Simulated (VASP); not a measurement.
# FeS2 (Pa-3) in VASP: electric field gradients with LDA

Aim: the electric field gradients of FeS2 with LDA.

Everything below comes from runs of VASP 6.6.1. Logs are shortened: lines on timing, memory, paths and dates and some standing lists are left out, and cuts for length are marked.

## 1. The cell of the first run

It takes space group Pa-3 (No. 205, cubic). Conventional cell: a = 5.418 Å, b = 5.418 Å, c = 5.418 Å, α = 90.00°, β = 90.00°, γ = 90.00°. Within 3.0 Å of Fe (site symmetry -3) lie 6 S at 2.26 Å. Within 2.9 Å of S (site symmetry 3) lie 1 S at 2.20 Å and 3 Fe at 2.26 Å.

## 2. Electric field gradients, LDA, collinear spin, ferromagnetic start

INCAR reads:

```
PREC = Accurate ; ENCUT = 520
EDIFF = 1E-8 ; ISMEAR = -1
SIGMA = 0.05 ; LREAL = False
LASPH = True ; NELM = 200
ALGO = Normal ; ISIF = 2
LWAVE = False ; LCHARG = False
ISPIN = 2 ; MAGMOM = 3 3 3 3 0 0 0 0 0 0 0 0
LORBIT = 11 ; LMAXMIX = 4
LEFG = True ; NBANDS = 56
GGA_COMPAT = False ; KPAR = 4
```

KPOINTS reads:

```
regular mesh
0
Gamma
  8 8 8
```

POSCAR reads:

```
FeS2
1.0
    5.4179000000      0.0000000000      0.0000000000
    0.0000000000      5.4179000000      0.0000000000
    0.0000000000      0.0000000000      5.4179000000
Fe S
4 8
Direct
    0.0000000000      0.0000000000      0.0000000000
    0.5000000000      0.0000000000      0.5000000000
    0.5000000000      0.5000000000      0.0000000000
    0.0000000000      0.5000000000      0.5000000000
    0.3827476170      0.3827476170      0.3827476170
    0.1172523830      0.6172523830      0.8827476170
    0.8827476170      0.1172523830      0.6172523830
    0.6172523830      0.8827476170      0.1172523830
    0.6172523830      0.6172523830      0.6172523830
    0.8827476170      0.3827476170      0.1172523830
    0.1172523830      0.8827476170      0.3827476170
    0.3827476170      0.1172523830      0.8827476170
```

Potentials or basis: VASP PAW LDA potentials, release 64 (Fe, S).

Launch:

```console
$ cat potpaw_LDA.64/Fe/POTCAR potpaw_LDA.64/S/POTCAR > POTCAR
$ mpirun -np 4 vasp_std > vasp.out
```

OUTCAR:

```text
PREC = Accurate
   ENCUT = 520
   EDIFF = 1E-8
   ISMEAR = -1
   LREAL = False
   LASPH = True
   NELM = 200
   ISIF = 2
   ISPIN = 2
   LORBIT = 11

 ion  position               nearest neighbor table
   1  0.000  0.000  0.000-   6 2.26   7 2.26   8 2.26  10 2.26  11 2.26  12 2.26
   2  0.500  0.000  0.500-   5 2.26   7 2.26   8 2.26   9 2.26  11 2.26  12 2.26
   3  0.500  0.500  0.000-   5 2.26   6 2.26   8 2.26   9 2.26  10 2.26  12 2.26
   4  0.000  0.500  0.500-   5 2.26   6 2.26   7 2.26   9 2.26  10 2.26  11 2.26
   5  0.383  0.383  0.383-   9 2.20   3 2.26   4 2.26   2 2.26
   6  0.117  0.617  0.883-  10 2.20   3 2.26   4 2.26   1 2.26
   7  0.883  0.117  0.617-  11 2.20   2 2.26   4 2.26   1 2.26
   8  0.617  0.883  0.117-  12 2.20   2 2.26   3 2.26   1 2.26
   9  0.617  0.617  0.617-   5 2.20   3 2.26   4 2.26   2 2.26
  10  0.883  0.383  0.117-   6 2.20   3 2.26   4 2.26   1 2.26
  11  0.117  0.883  0.383-   7 2.20   2 2.26   4 2.26   1 2.26
  12  0.383  0.117  0.883-   8 2.20   2 2.26   3 2.26   1 2.26

  LATTYP: Found a simple cubic cell.
 ALAT       =     5.4179000000

  Lattice vectors:

 A1 = (   5.4179000000,   0.0000000000,   0.0000000000)
 A2 = (   0.0000000000,   5.4179000000,   0.0000000000)
 A3 = (   0.0000000000,   0.0000000000,   5.4179000000)

Analysis of symmetry for initial positions (statically):
=====================================================================
 Subroutine PRICEL returns:
 Original cell was already a primitive cell.

 Routine SETGRP: Setting up the symmetry group for a
 simple cubic supercell.

 Subroutine GETGRP returns: Found 24 space group operations
 (whereof  6 operations were pure point group operations)
 out of a pool of 48 trial point group operations.

The static configuration has the point symmetry S_6 .
 The point group associated with its full space group is T_h .

Analysis of symmetry for dynamics (positions and initial velocities):
=====================================================================
 Subroutine PRICEL returns:
 Original cell was already a primitive cell.

 Routine SETGRP: Setting up the symmetry group for a
 simple cubic supercell.

 Subroutine GETGRP returns: Found 24 space group operations
 (whereof  6 operations were pure point group operations)
 out of a pool of 48 trial point group operations.

The dynamic configuration has the point symmetry S_6 .
 The point group associated with its full space group is T_h .

Analysis of structural, dynamic, and magnetic symmetry:
=====================================================================
 Subroutine PRICEL returns:
 Original cell was already a primitive cell.

 Routine SETGRP: Setting up the symmetry group for a
 simple cubic supercell.

 Subroutine GETGRP returns: Found 24 space group operations
 (whereof  6 operations were pure point group operations)
 out of a pool of 48 trial point group operations.

The overall configuration has the point symmetry S_6 .
 The point group associated with its full space group is T_h .

 Subroutine INISYM returns: Found 24 space group operations
 (whereof  6 operations are pure point group operations),
 and found     1 'primitive' translations

----------------------------------------------------------------------------------------

                                     Primitive cell

  volume of cell :     159.0351

  direct lattice vectors                    reciprocal lattice vectors
     5.417900000  0.000000000  0.000000000     0.184573359  0.000000000  0.000000000
     0.000000000  5.417900000  0.000000000     0.000000000  0.184573359  0.000000000
     0.000000000  0.000000000  5.417900000     0.000000000  0.000000000  0.184573359

  length of vectors
[... 1488 lines left out ...]
      3      -6.7513      1.00000
      4      -6.7513      1.00000
      5      -4.5765      1.00000
      6      -4.5765      1.00000
[... 1309 lines left out ...]
     51      10.9654      0.00000
     52      11.1470      0.00000

 [... further k-points ...]

 [bands above 52 left out]

------------------------ aborting loop because EDIFF is reached ----------------------------------------

  FORCE on cell =-STRESS in cart. coord.  units (eV):
  Direction    XX          YY          ZZ          XY          YZ          ZX
  --------------------------------------------------------------------------------------
  -------------------------------------------------------------------------------------
  Total      -11.9044908    -11.9044908    -11.9044908     -0.0000000      0.0000000     -0.0000000
  in kB     -119.9301704   -119.9301704   -119.9301704     -0.0000000      0.0000000     -0.0000000
  external PRESSURE =    -119.9301704 kB  Pullay stress =       0.0000000 kB

 VOLUME and BASIS-vectors are now :
 -----------------------------------------------------------------------------
  energy-cutoff  :      520.00
  volume of cell :      159.04
      direct lattice vectors                 reciprocal lattice vectors
     5.417900000  0.000000000  0.000000000     0.184573359  0.000000000  0.000000000
     0.000000000  5.417900000  0.000000000     0.000000000  0.184573359  0.000000000
     0.000000000  0.000000000  5.417900000     0.000000000  0.000000000  0.184573359

 POSITION                                       TOTAL-FORCE (eV/Angst)
 -----------------------------------------------------------------------------------
      0.00000      0.00000      0.00000        -0.000000      0.000000      0.000000
      2.70895      0.00000      2.70895        -0.000000      0.000000      0.000000
      2.70895      2.70895      0.00000        -0.000000      0.000000      0.000000
      0.00000      2.70895      2.70895        -0.000000      0.000000      0.000000
      2.07369      2.07369      2.07369        -0.045435     -0.045435     -0.045435
      0.63526      3.34421      4.78264         0.045435      0.045435     -0.045435
      4.78264      0.63526      3.34421        -0.045435      0.045435      0.045435
      3.34421      4.78264      0.63526         0.045435     -0.045435      0.045435
      3.34421      3.34421      3.34421         0.045435      0.045435      0.045435
      4.78264      2.07369      0.63526        -0.045435     -0.045435      0.045435
      0.63526      4.78264      2.07369         0.045435     -0.045435     -0.045435
      2.07369      0.63526      4.78264        -0.045435      0.045435     -0.045435
 -----------------------------------------------------------------------------------
    total drift:                               -0.000000      0.000000     -0.000000

  FREE ENERGIE OF THE ION-ELECTRON SYSTEM (eV)
  ---------------------------------------------------
  free  energy   TOTEN  =       -83.6960077103 eV

  energy  without entropy=      -83.6951717609  energy(sigma->0) =      -83.69558974

 Electric field gradients (V/A^2)
---------------------------------------------------------------------
 ion       V_xx      V_yy      V_zz      V_xy      V_xz      V_yz
---------------------------------------------------------------------
   1       0.000     0.000     0.000   -17.141   -17.141   -17.141
   2       0.000     0.000     0.000   -17.141    17.141    17.141
   3       0.000     0.000     0.000    17.141    17.141   -17.141
   4       0.000     0.000     0.000    17.141   -17.141    17.141
   5      -0.000     0.000    -0.000    69.085    69.085    69.085
   6       0.000     0.000    -0.000    69.085   -69.085   -69.085
   7      -0.000     0.000    -0.000   -69.085   -69.085    69.085
   8       0.000     0.000    -0.000   -69.085    69.085   -69.085
   9      -0.000     0.000    -0.000    69.085    69.085    69.085
  10      -0.000     0.000    -0.000    69.085   -69.085   -69.085
  11      -0.000     0.000    -0.000   -69.085   -69.085    69.085
  12      -0.000     0.000    -0.000   -69.085    69.085   -69.085
---------------------------------------------------------------------

 Electric field gradients after diagonalization (V/A^2)
 (convention: |V_zz| > |V_xx| > |V_yy|)
----------------------------------------------------------------------
 ion       V_xx      V_yy      V_zz     asymmetry (V_yy - V_xx)/ V_zz
----------------------------------------------------------------------
   1      17.141    17.141   -34.282       0.000
   2      17.141    17.141   -34.282       0.000
   3      17.141    17.141   -34.282       0.000
   4      17.141    17.141   -34.282       0.000
   5     -69.085   -69.085   138.169       0.000
   6     -69.085   -69.085   138.169       0.000
   7     -69.085   -69.085   138.169       0.000
   8     -69.085   -69.085   138.169       0.000
   9     -69.085   -69.085   138.169       0.000
  10     -69.085   -69.085   138.169       0.000
  11     -69.085   -69.085   138.169       0.000
  12     -69.085   -69.085   138.169       0.000
----------------------------------------------------------------------

           NMR quadrupolar parameters

 Cq : quadrupolar parameter    Cq=e*Q*V_zz/h
 eta: asymmetry parameters     (V_yy - V_xx)/ V_zz
 Q  : nuclear electric quadrupole moment in mb (millibarn)
----------------------------------------------------------------------
 ion       Cq(MHz)       eta       Q (mb)
----------------------------------------------------------------------
   1      -0.083       0.000       1.000
   2      -0.083       0.000       1.000
   3      -0.083       0.000       1.000
   4      -0.083       0.000       1.000
   5       0.334       0.000       1.000
   6       0.334       0.000       1.000
   7       0.334       0.000       1.000
   8       0.334       0.000       1.000
   9       0.334       0.000       1.000
  10       0.334       0.000       1.000
  11       0.334       0.000       1.000
  12       0.334       0.000       1.000
----------------------------------------------------------------------

 total charge

# of ion       s       p       d       tot
------------------------------------------
    1        0.428   0.631   6.516   7.575
    2        0.428   0.631   6.516   7.575
    3        0.428   0.631   6.516   7.575
    4        0.428   0.631   6.516   7.575
    5        1.347   2.275   0.000   3.622
    6        1.347   2.275   0.000   3.622
    7        1.347   2.275   0.000   3.622
    8        1.347   2.275   0.000   3.622
    9        1.347   2.275   0.000   3.622
   10        1.347   2.275   0.000   3.622
   11        1.347   2.275   0.000   3.622
   12        1.347   2.275   0.000   3.622
--------------------------------------------------
tot         12.492  20.723  26.065  59.280

 magnetization (x)

# of ion       s       p       d       tot
------------------------------------------
    1       -0.000  -0.000  -0.000  -0.000
    2       -0.000  -0.000  -0.000  -0.000
    3       -0.000  -0.000  -0.000  -0.000
    4       -0.000  -0.000  -0.000  -0.000
    5        0.000   0.000   0.000   0.000
    6        0.000   0.000   0.000   0.000
    7        0.000   0.000   0.000   0.000
    8        0.000   0.000   0.000   0.000
    9        0.000   0.000   0.000   0.000
   10        0.000   0.000   0.000   0.000
   11        0.000   0.000   0.000   0.000
   12        0.000   0.000   0.000   0.000
--------------------------------------------------
tot         -0.000   0.000  -0.000   0.000
```

Wall time 15 min (4 MPI ranks of AMD EPYC 7R43 (Zen 3), shared host); peak memory 0.55 GiB.

What came out:

| Property | Result |
| --- | --- |
| Free energy | -83.6960 eV |
| Pressure | -12.0 GPa |
| Largest force | 0.079 eV/Å |
| Band gap on the k mesh | 0.38 eV (least direct gap 0.42 eV) |
| Net moment | 0.00 μB per cell |
| Largest electric field gradient by atom | Fe -34.3; S +138.2 V/Å² |
| Valence electrons inside the program's atomic spheres | Fe 7.58; S 3.62 |

Forces on the atoms (eV/Å):
```
Fe   0.000  0.000  0.000
Fe   0.000  0.000  0.000
Fe   0.000  0.000  0.000
Fe   0.000  0.000  0.000
S   -0.045 -0.045 -0.045
S    0.045  0.045 -0.045
S   -0.045  0.045  0.045
S    0.045 -0.045  0.045
S    0.045  0.045  0.045
S   -0.045 -0.045  0.045
S    0.045 -0.045 -0.045
S   -0.045  0.045 -0.045
```

Levels at points of the mesh, in eV from the valence-band top:
Spin up:
| k point | band 38 | band 39 | band 40 | band 41 | band 42 | band 43 |
| --- | --- | --- | --- | --- | --- | --- |
| (0.00, 0.00, 0.00) | -0.33 | -0.33 | -0.04 | 0.38 | 1.43 | 1.43 |
| (0.50, 0.00, 0.00) | -0.14 | -0.01 | -0.01 | 1.46 | 1.46 | 1.60 |
| (0.50, 0.50, 0.00) | -0.13 | -0.13 | -0.13 | 1.75 | 1.75 | 1.75 |
| (0.50, 0.50, 0.50) | -0.36 | -0.36 | -0.36 | 1.33 | 1.33 | 1.33 |
Spin down:
```tsv
k point	band 38	band 39	band 40	band 41	band 42	band 43
(0.00, 0.00, 0.00)	-0.33	-0.33	-0.04	0.38	1.43	1.43
(0.50, 0.00, 0.00)	-0.14	-0.01	-0.01	1.46	1.46	1.60
(0.50, 0.50, 0.00)	-0.13	-0.13	-0.13	1.75	1.75	1.75
(0.50, 0.50, 0.50)	-0.36	-0.36	-0.36	1.33	1.33	1.33
```

Electric field gradients, principal values (V/Å²):
```
atom    least   middle  greatest (by size)
1 Fe   17.141   17.141             -34.282
2 Fe   17.141   17.141             -34.282
3 Fe   17.141   17.141             -34.282
4 Fe   17.141   17.141             -34.282
 5 S  -69.085  -69.085             138.169
 6 S  -69.085  -69.085             138.169
 7 S  -69.085  -69.085             138.169
 8 S  -69.085  -69.085             138.169
 9 S  -69.085  -69.085             138.169
10 S  -69.085  -69.085             138.169
11 S  -69.085  -69.085             138.169
12 S  -69.085  -69.085             138.169
```

Caveat: the cell stands under tension; the moments typed at the start vanished in this run; without QUAD_EFG the Cq values of the log hold for a quadrupole moment of 1 mb, not for the nuclei.
